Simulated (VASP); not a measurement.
# MgCd4S3 (P-3m1) in VASP: relaxation of cell and atoms with PBE

Aim: the relaxation of cell and atoms of MgCd4S3 with PBE.

Program: VASP 6.6.1. These are calculated values, not measurements. Logs are shortened: lines on timing, memory, paths and dates and some standing lists are left out, and cuts for length are marked.

## Step 1: The cell of the first run

It takes space group P-3m1 (No. 164, trigonal). The conventional cell has a = 3.845 Å, b = 3.845 Å, c = 14.691 Å, α = 90.00°, β = 90.00°, γ = 120.00°. Mg (site symmetry -3m) has 6 S at 2.66 Å within 3.5 Å. Cd (site symmetry 3m) has 1 Cd at 2.70 Å and 3 S at 2.73 Å within 3.6 Å. Cd (site symmetry 3m) has 1 Cd at 2.70 Å and 3 S at 2.74 Å within 3.6 Å. S (site symmetry -3m) has 6 Cd at 2.73 Å within 3.6 Å. Within 3.5 Å of S (site symmetry 3m) lie 3 Mg at 2.66 Å and 3 Cd at 2.74 Å.

## Step 2: Relaxation of cell and atoms, PBE

Contents of INCAR:

```
SYSTEM = MgCd4S3
PREC     = Accurate       ! precision mode
ENCUT    = 600            ! plane-wave cutoff, eV
EDIFF    = 1E-7           ! SCF threshold, eV
ISMEAR   = 0              ! smearing method
SIGMA    = 0.01           ! smearing width, eV
LREAL    = .FALSE.        ! projectors in reciprocal space
LASPH    = .TRUE.         ! aspherical terms in the spheres
NELM     = 60             ! most SCF steps
ALGO     = Normal         ! electronic algorithm
ISIF     = 3              ! what is computed and relaxed
LWAVE    = .FALSE.        ! write WAVECAR
LCHARG   = .FALSE.        ! write CHGCAR
GGA      = PE             ! functional
IBRION   = 2              ! ionic algorithm
NSW      = 80             ! ionic steps
EDIFFG   = -0.001         ! ionic threshold
```

Contents of KPOINTS:

```
Automatic mesh
0
G
  12 12 2
  0 0 0
```

Contents of POSCAR:

```
MgCd4S3
1.0
    3.8449827946      0.0000000000      0.0000000000
   -1.9224913973      3.3298527772      0.0000000000
    0.0000000000      0.0000000000     14.6914602697
Mg Cd S
1 4 3
Direct
    0.0000000000      0.0000000000      0.0000000000
    0.6666666667      0.3333333333      0.3919100662
    0.3333333333      0.6666666667      0.6080899338
    0.6666666667      0.3333333333      0.2083766586
    0.3333333333      0.6666666667      0.7916233414
    0.0000000000      0.0000000000      0.5000000000
    0.3333333333      0.6666666667      0.0992124231
    0.6666666667      0.3333333333      0.9007875769
```

Potentials or basis: VASP PAW PBE potentials, release 64 (Mg, Cd, S).

Started as:

```console
> cat potpaw_PBE.64/Mg/POTCAR potpaw_PBE.64/Cd/POTCAR potpaw_PBE.64/S/POTCAR > POTCAR
> mpirun -np 1 vasp_std > vasp.out
```

OUTCAR:

```text
SYSTEM = MgCd4S3
   PREC = Accurate
   ENCUT = 600
   EDIFF = 1E-7
   ISMEAR = 0
   LREAL = .FALSE.
   LASPH = .TRUE.
   NELM = 60
   ISIF = 3
   GGA = PE
   IBRION = 2
   NSW = 80
   EDIFFG = -0.001

 ion  position               nearest neighbor table
   1  0.000  0.000  0.000-   7 2.66   8 2.66   7 2.66   8 2.66   8 2.66   7 2.66
   2  0.667  0.333  0.392-   4 2.70   6 2.73   6 2.73   6 2.73
   3  0.333  0.667  0.608-   5 2.70   6 2.73   6 2.73   6 2.73
   4  0.667  0.333  0.208-   2 2.70   7 2.74   7 2.74   7 2.74
   5  0.333  0.667  0.792-   3 2.70   8 2.74   8 2.74   8 2.74
   6  0.000  0.000  0.500-   2 2.73   3 2.73   3 2.73   2 2.73   2 2.73   3 2.73
   7  0.333  0.667  0.099-   1 2.66   1 2.66   1 2.66   4 2.74   4 2.74   4 2.74
   8  0.667  0.333  0.901-   1 2.66   1 2.66   1 2.66   5 2.74   5 2.74   5 2.74

  LATTYP: Found a hexagonal cell.
 ALAT       =     3.8449827946
 C/A-ratio  =     3.8209430457

  Lattice vectors:

 A1 = (   3.8449827946,   0.0000000000,   0.0000000000)
 A2 = (  -1.9224913973,   3.3298527772,   0.0000000000)
 A3 = (   0.0000000000,   0.0000000000,  14.6914602697)

Analysis of symmetry for initial positions (statically):
=====================================================================
 Subroutine PRICEL returns:
 Original cell was already a primitive cell.

 Routine SETGRP: Setting up the symmetry group for a
 hexagonal supercell.

 Subroutine GETGRP returns: Found 12 space group operations
 (whereof 12 operations were pure point group operations)
 out of a pool of 24 trial point group operations.

The static configuration has the point symmetry D_3d.

Analysis of symmetry for dynamics (positions and initial velocities):
=====================================================================
 Subroutine PRICEL returns:
 Original cell was already a primitive cell.

 Routine SETGRP: Setting up the symmetry group for a
 hexagonal supercell.

 Subroutine GETGRP returns: Found 12 space group operations
 (whereof 12 operations were pure point group operations)
 out of a pool of 24 trial point group operations.

The dynamic configuration has the point symmetry D_3d.

 Subroutine INISYM returns: Found 12 space group operations
 (whereof 12 operations are pure point group operations),
 and found     1 'primitive' translations

----------------------------------------------------------------------------------------

                                     Primitive cell

  volume of cell :     188.0981

  direct lattice vectors                    reciprocal lattice vectors
     3.844982795  0.000000000  0.000000000     0.260079187  0.150156789  0.000000000
    -1.922491397  3.329852777  0.000000000     0.000000000  0.300313577  0.000000000
     0.000000000  0.000000000 14.691460270     0.000000000  0.000000000  0.068066753

  length of vectors
     3.844982795  3.844982795 14.691460270     0.300313577  0.300313577  0.068066753

  position of ions in fractional coordinates (direct lattice)
     0.000000000  0.000000000  0.000000000
     0.666666667  0.333333333  0.391910066
     0.333333333  0.666666667  0.608089934
     0.666666667  0.333333333  0.208376659
     0.333333333  0.666666667  0.791623341
     0.000000000  0.000000000  0.500000000
     0.333333333  0.666666667  0.099212423
     0.666666667  0.333333333  0.900787577

  ion indices of the primitive-cell ions
   primitive index   ion index
                 1           1
                 2           2
                 3           3
                 4           4
                 5           5
                 6           6
                 7           7
                 8           8

----------------------------------------------------------------------------------------

 KPOINTS: Automatic mesh

Automatic generation of k-mesh.
 Grid dimensions read from file:
 generate k-points for:   12   12    2

 Generating k-lattice:

  Cartesian coordinates                     Fractional coordinates (reciprocal lattice)
     0.021673266  0.012513066  0.000000000     0.083333333  0.000000000  0.000000000
     0.000000000  0.025026131  0.000000000     0.000000000  0.083333333  0.000000000
     0.000000000  0.000000000  0.034033377     0.000000000  0.000000000  0.500000000

  Length of vectors
     0.025026131  0.025026131  0.034033377

  Shift w.r.t. Gamma in fractional coordinates (k-lattice)
     0.000000000  0.000000000  0.000000000

 Subroutine IBZKPT returns following result:
 ===========================================

 Found     38 irreducible k-points:

 Following reciprocal coordinates:
            Coordinates               Weight
  0.000000  0.000000  0.000000      1.000000
  0.083333 -0.000000  0.000000      6.000000
  0.166667  0.000000  0.000000      6.000000
  0.250000  0.000000  0.000000      6.000000
  0.333333 -0.000000  0.000000      6.000000
  0.416667  0.000000  0.000000      6.000000
[... 16 lines left out ...]
  0.250000  0.000000  0.500000      6.000000
  0.333333 -0.000000  0.500000      6.000000
 [... further k-points ...]
   k-points           NKPTS =     38   k-points in BZ     NKDIM =     38   number of bands    NBANDS=     40
   number of dos      NEDOS =    301   number of ions     NIONS =      8
   total plane-waves  NPLWV = 122880
   dimension x,y,z NGX =    32 NGY =   32 NGZ =  120
   dimension x,y,z NGXF=    64 NGYF=   64 NGZF=  240
   ions per type =               1   4   3
   NGX,Y,Z   is equivalent  to a cutoff of  13.84, 13.84, 13.58 a.u.
   NGXF,Y,Z  is equivalent  to a cutoff of  27.67, 27.67, 27.16 a.u.
 SYSTEM =  MgCd4S3
   PREC   = accura    normal or accurate (medium, high low for compatibility)
   ISTART =      0    job   : 0-new  1-cont  2-samecut
   ICHARG =      2    charge: 1-file 2-atom 10-const
   ISPIN  =      1    spin polarized calculation?
   LNONCOLLINEAR =      F non collinear calculations
   LSORBIT =      F    spin-orbit coupling
   LASPH  =      T    aspherical Exc in radial PAW
   ENCUT  =  600.0 eV  44.10 Ry    6.64 a.u.   7.68  7.68 29.34*2*pi/ulx,y,z
   NELM   =     60;   NELMIN=  2; NELMDL= -5     # of ELM steps
   EDIFF  = 0.1E-06   stopping-criterion for ELM
   LREAL  =      F    real-space projection
   EDIFFG = -.1E-02   stopping-criterion for IOM
   NSW    =     80    number of steps for IOM
   IBRION =      2    ionic relax: 0-MD 1-quasi-New 2-CG
   NFREE  =      1    steps in history (QN), initial steepest desc. (CG)
   ISIF   =      3    stress and relaxation
   ISYM   =      2    0-nonsym 1-usesym 2-fastsym
   POTIM  = 0.5000    time-step for ionic-motion
   TEBEG  =    0.0;   TEEND  =   0.0 temperature during run
   PSTRESS=    0.0 pullay stress
   NELECT =      68.0000    total number of electrons
   NUPDOWN=      -1.0000    fix difference up-down
   EMIN   =  10.00;   EMAX   =-10.00  energy-range for DOS
   EFERMI =   0.00;   METHOD = LEGACY
   ISMEAR =     0;   SIGMA  =   0.01  broadening in eV -4-tet -1-fermi 0-gaus
   EFERMI_NEDOS =   21; number of points for ismear=-14 and -15
   IALGO  =     38    algorithm
   IMIX   =      4    mixing-type and parameters
     AMIX     =   0.40;   BMIX     =  1.00
     AMIX_MAG =   1.60;   BMIX_MAG =  1.00
  volume/ion in A,a.u.               =      23.51       158.67
  Fermi-wavevector in a.u.,A,eV,Ry     =   1.166227  2.203849 18.505078  1.360085
  Thomas-Fermi vector in A             =   2.302743
   LORBIT       =      0    0 simple, 1 ext, 2 COOP (PROOUT), +10 PAW based schemes
   GGA     = PE    functional components
   LHFCALC =     F    Hartree Fock is set to
   AEXX    =    0.0000 exact exchange contribution
   IVDW    =     0    specifies the selected vdW correction
   LEPSILON=     F    determine dielectric tensor
   LRPA    =     F    only Hartree local field effects (RPA)
 conjugate gradient relaxation of ions
 non-spin polarized calculation
 Gauss-broadening in eV      SIGMA  =   0.01
  energy-cutoff  :      600.00
  volume of cell :      188.10
 maximum number of plane-waves:      6329
 NGX is ok and might be reduce to    32
   NGX = 15   NGY = 15   NGZ = 59

--------------------------------------- Ionic step        1  -------------------------------------------

 number of electron      68.0000005 magnetization

 Free energy of the ion-electron system (eV)
  ---------------------------------------------------
  ext. energy  EPLUGINS =         0.00000000
  ---------------------------------------------------
  free energy    TOTEN  =       -21.45781988 eV

  energy without entropy =      -21.45781988  energy(sigma->0) =      -21.45781988

------------------------ aborting loop because EDIFF is reached ----------------------------------------

  FORCE on cell =-STRESS in cart. coord.  units (eV):
  Direction    XX          YY          ZZ          XY          YZ          ZX
  --------------------------------------------------------------------------------------
  -------------------------------------------------------------------------------------
  Total        0.0943156      0.0943156      0.2509076      0.0000000      0.0000000      0.0000000
  in kB        0.8033593      0.8033593      2.1371745      0.0000000      0.0000000      0.0000000
  external PRESSURE =       1.2479644 kB  Pullay stress =       0.0000000 kB
[... 321 lines left out ...]
  energy  without entropy=      -21.4583781226  energy(sigma->0) =      -21.45837812

--------------------------------------- Ionic step        9  -------------------------------------------

 number of electron      68.0000006 magnetization

 Free energy of the ion-electron system (eV)
  ---------------------------------------------------
  ext. energy  EPLUGINS =         0.00000000
  ---------------------------------------------------
  free energy    TOTEN  =       -21.45837856 eV

  energy without entropy =      -21.45837856  energy(sigma->0) =      -21.45837856

 E-fermi :   1.9938     XC(G=0):  -9.5213

 val. band max:        1.9478127424   @ k =   0.4167   0.1667   0.0000
 cond. band min:       2.8237405170   @ k =   0.0000   0.0000   0.0000
 fundamental gap:      0.8759277745
 Fermi energy:         1.9938011360

 k-point     1 :       0.0000    0.0000    0.0000
  band No.  band energies     occupation
      1     -10.9290      2.00000
      2     -10.6882      2.00000
      3     -10.2821      2.00000
      4      -6.2983      2.00000
      5      -6.2907      2.00000
      6      -5.9566      2.00000
[... 1021 lines left out ...]
     39       5.8024      0.00000
     40       7.3371      0.00000

 [... further k-points ...]

------------------------ aborting loop because EDIFF is reached ----------------------------------------

  FORCE on cell =-STRESS in cart. coord.  units (eV):
  Direction    XX          YY          ZZ          XY          YZ          ZX
  --------------------------------------------------------------------------------------
  -------------------------------------------------------------------------------------
  Total        0.0034378      0.0034378     -0.0007537      0.0000000      0.0000000      0.0000000
  in kB        0.0292277      0.0292277     -0.0064076      0.0000000      0.0000000      0.0000000
  external PRESSURE =       0.0173492 kB  Pullay stress =       0.0000000 kB
[... 23 lines left out ...]
  FREE ENERGIE OF THE ION-ELECTRON SYSTEM (eV)
  ---------------------------------------------------
  free  energy   TOTEN  =       -21.4583785574 eV

  energy  without entropy=      -21.4583785574  energy(sigma->0) =      -21.45837856

 reached required accuracy - stopping structural energy minimisation
```

It took 31 min on 1 thread of Oxide Virtual Turin-like, shared host; peak memory 0.54 GiB.

What came out:

| Item | Value |
| --- | --- |
| Free energy | -21.4584 eV |
| Relaxed volume | 23.56 Å³/atom |
| Relaxed cell | a = 3.846 Å, b = 3.846 Å, c = 14.713 Å, α = 90.00°, β = 90.00°, γ = 120.00° |
| Space group after relaxing (to 0.1 Å) | P-3m1 (No. 164) |
| Energy gained by relaxing | 0.1 meV/atom |
| Ionic steps | 9 |
| Pressure after relaxing | 0.0 GPa |
| Band gap on the k mesh | 0.88 eV (least direct gap 1.06 eV) |

The path:
```csv
step,energy change (eV),largest force (eV/Å),pressure (GPa),volume (Å³)
1,0.0000,0.0460,0.12,188.10
2,-0.0004,0.0279,-0.03,188.60
3,-0.0004,0.0269,-0.04,188.62
4,-0.0005,0.0150,-0.02,188.55
5,-0.0005,0.0154,0.00,188.44
6,-0.0005,0.0080,0.00,188.43
7,-0.0005,0.0092,0.00,188.42
8,-0.0006,0.0018,0.00,188.45
9,-0.0006,0.0006,0.00,188.45
```

Final structure:
```cif
data_structure
_symmetry_space_group_name_H-M 'P 1'
_symmetry_Int_Tables_number 1
_cell_length_a 3.8458
_cell_length_b 3.8458
_cell_length_c 14.7128
_cell_angle_alpha 90.000
_cell_angle_beta 90.000
_cell_angle_gamma 120.000
_cell_volume 188.45
loop_
_atom_site_label
_atom_site_type_symbol
_atom_site_fract_x
_atom_site_fract_y
_atom_site_fract_z
_atom_site_occupancy
Mg1 Mg 0.00000 0.00000 0.00000 1
Cd1 Cd 0.66667 0.33333 0.39171 1
Cd2 Cd 0.33333 0.66667 0.60829 1
Cd3 Cd 0.66667 0.33333 0.20817 1
Cd4 Cd 0.33333 0.66667 0.79183 1
S1 S 0.00000 0.00000 0.50000 1
S2 S 0.33333 0.66667 0.09871 1
S3 S 0.66667 0.33333 0.90129 1
```

A k mesh can miss the band edges.
